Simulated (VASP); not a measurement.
# Sb (Im-3m) in VASP: relaxation of cell and atoms with PBE

Aim: the relaxation of cell and atoms of Sb with PBE.

All numbers are computed with VASP 6.6.1; they aren't measurements. Logs are shortened: lines on timing, memory, paths and dates and some standing lists are left out, and cuts for length are marked.

## (1) The cell of the first run

Symmetry: Im-3m, No. 229, cubic system. Conventional cell: a = 3.799 Å, b = 3.799 Å, c = 3.799 Å, α = 90.00°, β = 90.00°, γ = 90.00°. Within 4.3 Å of Sb (site symmetry m-3m) lie 14 Sb at 3.29 to 3.80 Å.

This isn't the form of Sb at room conditions, which is rhombohedral.

## (2) Relaxation of cell and atoms, PBE

The input, INCAR:

```
SYSTEM = Sb
  PREC = Accurate
  ENCUT = 600
  EDIFF = 1E-7
  ISMEAR = 0
  SIGMA = 0.1
  LREAL = .FALSE.
  LASPH = .TRUE.
  NELM = 80
  ALGO = Normal
  ISIF = 3
  LWAVE = .FALSE.
  LCHARG = .FALSE.
  GGA = PE
  IBRION = 2
  NSW = 80
  EDIFFG = -0.01
```

The input, KPOINTS:

```
regular mesh
0
G
  16 16 16
  0 0 0
```

The input, POSCAR:

```
Sb
1.0
   -1.8993886021      1.8993886021      1.8993886021
    1.8993886021     -1.8993886021      1.8993886021
    1.8993886021      1.8993886021     -1.8993886021
Sb
1
Direct
    0.0000000000      0.0000000000      0.0000000000
```

Potentials or basis: VASP PAW PBE potentials, release 64 (Sb).

On the command line:

```console
$ cat potpaw_PBE.64/Sb/POTCAR > POTCAR
$ mpirun -np 1 vasp_std > vasp.out
```

OUTCAR:

```text
SYSTEM = Sb
   PREC = Accurate
   ENCUT = 600
   EDIFF = 1E-7
   ISMEAR = 0
   LREAL = .FALSE.
   LASPH = .TRUE.
   NELM = 80
   ISIF = 3
   GGA = PE
   IBRION = 2
   NSW = 80
   EDIFFG = -0.01

 ion  position               nearest neighbor table
   1  0.000  0.000  0.000-

  LATTYP: Found a body centered cubic cell.
 ALAT       =     3.7987772042

  Lattice vectors:

 A1 = (  -1.8993886021,   1.8993886021,   1.8993886021)
 A2 = (   1.8993886021,  -1.8993886021,   1.8993886021)
 A3 = (   1.8993886021,   1.8993886021,  -1.8993886021)

Analysis of symmetry for initial positions (statically):
=====================================================================
 Subroutine PRICEL returns:
 Original cell was already a primitive cell.

 Routine SETGRP: Setting up the symmetry group for a
 body centered cubic supercell.

 Subroutine GETGRP returns: Found 48 space group operations
 (whereof 48 operations were pure point group operations)
 out of a pool of 48 trial point group operations.

The static configuration has the point symmetry O_h .

Analysis of symmetry for dynamics (positions and initial velocities):
=====================================================================
 Subroutine PRICEL returns:
 Original cell was already a primitive cell.

 Routine SETGRP: Setting up the symmetry group for a
 body centered cubic supercell.

 Subroutine GETGRP returns: Found 48 space group operations
 (whereof 48 operations were pure point group operations)
 out of a pool of 48 trial point group operations.

The dynamic configuration has the point symmetry O_h .

 Subroutine INISYM returns: Found 48 space group operations
 (whereof 48 operations are pure point group operations),
 and found     1 'primitive' translations

----------------------------------------------------------------------------------------

                                     Primitive cell

  volume of cell :      27.4095

  direct lattice vectors                    reciprocal lattice vectors
    -1.899388602  1.899388602  1.899388602     0.000000000  0.263242603  0.263242603
     1.899388602 -1.899388602  1.899388602     0.263242603  0.000000000  0.263242603
     1.899388602  1.899388602 -1.899388602     0.263242603  0.263242603  0.000000000

  length of vectors
     3.289837562  3.289837562  3.289837562     0.372281260  0.372281260  0.372281260

  position of ions in fractional coordinates (direct lattice)
     0.000000000  0.000000000  0.000000000

  ion indices of the primitive-cell ions
   primitive index   ion index
                 1           1

----------------------------------------------------------------------------------------

 KPOINTS: regular mesh

Automatic generation of k-mesh.
 Grid dimensions read from file:
 generate k-points for:   16   16   16

 Generating k-lattice:

  Cartesian coordinates                     Fractional coordinates (reciprocal lattice)
     0.000000000  0.016452663  0.016452663     0.062500000  0.000000000  0.000000000
     0.016452663  0.000000000  0.016452663     0.000000000  0.062500000  0.000000000
     0.016452663  0.016452663  0.000000000     0.000000000  0.000000000  0.062500000

  Length of vectors
     0.023267579  0.023267579  0.023267579

  Shift w.r.t. Gamma in fractional coordinates (k-lattice)
     0.000000000  0.000000000  0.000000000

 Subroutine IBZKPT returns following result:
 ===========================================

 Found    145 irreducible k-points:

 Following reciprocal coordinates:
            Coordinates               Weight
  0.000000  0.000000  0.000000      1.000000
  0.062500  0.000000  0.000000     12.000000
  0.125000  0.000000  0.000000     12.000000
  0.187500  0.000000  0.000000     12.000000
  0.250000  0.000000  0.000000     12.000000
  0.312500  0.000000  0.000000     12.000000
[... 16 lines left out ...]
  0.187500  0.187500  0.000000     24.000000
  0.250000  0.187500 -0.000000     48.000000
 [... further k-points ...]
   k-points           NKPTS =    145   k-points in BZ     NKDIM =    145   number of bands    NBANDS=      6
   number of dos      NEDOS =    301   number of ions     NIONS =      1
   total plane-waves  NPLWV =  21952
   dimension x,y,z NGX =    28 NGY =   28 NGZ =   28
   dimension x,y,z NGXF=    56 NGYF=   56 NGZF=   56
   ions per type =               1
   NGX,Y,Z   is equivalent  to a cutoff of  14.15, 14.15, 14.15 a.u.
   NGXF,Y,Z  is equivalent  to a cutoff of  28.30, 28.30, 28.30 a.u.
 SYSTEM =  Sb
   PREC   = accura    normal or accurate (medium, high low for compatibility)
   ISTART =      0    job   : 0-new  1-cont  2-samecut
   ICHARG =      2    charge: 1-file 2-atom 10-const
   ISPIN  =      1    spin polarized calculation?
   LNONCOLLINEAR =      F non collinear calculations
   LSORBIT =      F    spin-orbit coupling
   LASPH  =      T    aspherical Exc in radial PAW
   ENCUT  =  600.0 eV  44.10 Ry    6.64 a.u.   6.57  6.57  6.57*2*pi/ulx,y,z
   NELM   =     80;   NELMIN=  2; NELMDL= -5     # of ELM steps
   EDIFF  = 0.1E-06   stopping-criterion for ELM
   LREAL  =      F    real-space projection
   EDIFFG = -.1E-01   stopping-criterion for IOM
   NSW    =     80    number of steps for IOM
   IBRION =      2    ionic relax: 0-MD 1-quasi-New 2-CG
   NFREE  =      1    steps in history (QN), initial steepest desc. (CG)
   ISIF   =      3    stress and relaxation
   ISYM   =      2    0-nonsym 1-usesym 2-fastsym
   POTIM  = 0.5000    time-step for ionic-motion
   TEBEG  =    0.0;   TEEND  =   0.0 temperature during run
   PSTRESS=    0.0 pullay stress
   NELECT =       5.0000    total number of electrons
   NUPDOWN=      -1.0000    fix difference up-down
   EMIN   =  10.00;   EMAX   =-10.00  energy-range for DOS
   EFERMI =   0.00;   METHOD = LEGACY
   ISMEAR =     0;   SIGMA  =   0.10  broadening in eV -4-tet -1-fermi 0-gaus
   EFERMI_NEDOS =   21; number of points for ismear=-14 and -15
   IALGO  =     38    algorithm
   IMIX   =      4    mixing-type and parameters
     AMIX     =   0.40;   BMIX     =  1.00
     AMIX_MAG =   1.60;   BMIX_MAG =  1.00
  volume/ion in A,a.u.               =      27.41       184.97
  Fermi-wavevector in a.u.,A,eV,Ry     =   0.928462  1.754540 11.728800  0.862043
  Thomas-Fermi vector in A             =   2.054642
   LORBIT       =      0    0 simple, 1 ext, 2 COOP (PROOUT), +10 PAW based schemes
   GGA     = PE    functional components
   LHFCALC =     F    Hartree Fock is set to
   AEXX    =    0.0000 exact exchange contribution
   IVDW    =     0    specifies the selected vdW correction
   LEPSILON=     F    determine dielectric tensor
   LRPA    =     F    only Hartree local field effects (RPA)
 conjugate gradient relaxation of ions
 non-spin polarized calculation
 Gauss-broadening in eV      SIGMA  =   0.10
  energy-cutoff  :      600.00
  volume of cell :       27.41
 maximum number of plane-waves:       943
   NGX = 13   NGY = 13   NGZ = 13

--------------------------------------- Ionic step        1  -------------------------------------------

 number of electron       5.0000000 magnetization

 Free energy of the ion-electron system (eV)
  ---------------------------------------------------
  ext. energy  EPLUGINS =         0.00000000
  ---------------------------------------------------
  free energy    TOTEN  =        -3.90834006 eV

  energy without entropy =       -3.90460005  energy(sigma->0) =       -3.90647006

------------------------ aborting loop because EDIFF is reached ----------------------------------------

  FORCE on cell =-STRESS in cart. coord.  units (eV):
  Direction    XX          YY          ZZ          XY          YZ          ZX
  --------------------------------------------------------------------------------------
  -------------------------------------------------------------------------------------
  Total       -0.0726282     -0.0726282     -0.0726282      0.0000000     -0.0000000      0.0000000
  in kB       -4.2453565     -4.2453565     -4.2453565      0.0000000     -0.0000000      0.0000000
  external PRESSURE =      -4.2453565 kB  Pullay stress =       0.0000000 kB
[... 55 lines left out ...]
  energy  without entropy=       -3.9048089107  energy(sigma->0) =       -3.90669178

--------------------------------------- Ionic step        3  -------------------------------------------

 number of electron       5.0000000 magnetization

 Free energy of the ion-electron system (eV)
  ---------------------------------------------------
  ext. energy  EPLUGINS =         0.00000000
  ---------------------------------------------------
  free energy    TOTEN  =        -3.90861779 eV

  energy without entropy =       -3.90485322  energy(sigma->0) =       -3.90673551

 E-fermi :   8.2573     XC(G=0): -10.1849

 val. band max:        8.2542075020   @ k =   0.3125   0.1250   0.0625
 cond. band min:       8.2818859282   @ k =   0.1875   0.1875   0.0625
 fundamental gap:      0.0276784262
 Fermi energy:         8.2573497224

 k-point     1 :       0.0000    0.0000    0.0000
  band No.  band energies     occupation
      1      -4.4459      2.00000
      2      13.7248      0.00000
      3      13.7248      0.00000
      4      13.7248      0.00000
      5      18.8228      0.00000
      6      18.8228      0.00000

 k-point     2 :       0.0625    0.0000    0.0000
  band No.  band energies     occupation
      1      -4.3649      2.00000
      2      13.0753      0.00000
      3      13.4542      0.00000
      4      13.6574      0.00000
      5      18.2902      0.00000
      6      18.3162      0.00000
[... 190 lines left out ...]
 k-point    24 :       0.2500    0.1875   -0.0000
  band No.  band energies     occupation
      1      -1.5857      2.00000
      2       5.5602      2.00000
      3       7.9870      1.99987
      4      11.3064      0.00000
      5      16.3761      0.00000
      6      17.7792      0.00000

 [... further k-points ...]
[... 5 lines left out ...]
  --------------------------------------------------------------------------------------
  -------------------------------------------------------------------------------------
  Total        0.0009694      0.0009694      0.0009694      0.0000000     -0.0000000      0.0000000
  in kB        0.0570956      0.0570956      0.0570956      0.0000000     -0.0000000      0.0000000
  external PRESSURE =       0.0570956 kB  Pullay stress =       0.0000000 kB
[... 16 lines left out ...]
  FREE ENERGIE OF THE ION-ELECTRON SYSTEM (eV)
  ---------------------------------------------------
  free  energy   TOTEN  =        -3.9086177914 eV

  energy  without entropy=       -3.9048532223  energy(sigma->0) =       -3.90673551

 reached required accuracy - stopping structural energy minimisation
```

Run time: 48 s. Hardware: 1 thread of Intel Xeon 8259CL, shared host; peak memory 0.18 GiB.

Results:

```yaml
Free_energy: -3.9086 eV
Relaxed_volume: 27.20 Å³/atom
Relaxed_cell: a = 3.282 Å, b = 3.282 Å, c = 3.282 Å, α = 109.47°, β = 109.47°, γ = 109.47°
Space_group_after_relaxing_to_0.1_Å: Im-3m (No. 229)
Energy_gained_by_relaxing: 0.3 meV/atom
Ionic_steps: 3
Pressure_after_relaxing: 0.0 GPa
Band_gap_on_the_k_mesh: zero (an odd number of electrons rules out a gap without spin polarisation)
```

The path:
```csv
step,energy change (eV),largest force (eV/Å),pressure (GPa),volume (Å³)
1,0.0000,0.0000,-0.42,27.41
2,-0.0002,0.0000,0.18,27.12
3,-0.0003,0.0000,0.01,27.20
```

Final structure:
```
Sb
1.0
    -1.89460    1.89460    1.89460
     1.89460   -1.89460    1.89460
     1.89460    1.89460   -1.89460
Sb
1
Direct
  0.00000 0.00000 0.00000
```

Caveat: spin-orbit coupling is left out, which moves the levels of the heavy elements.
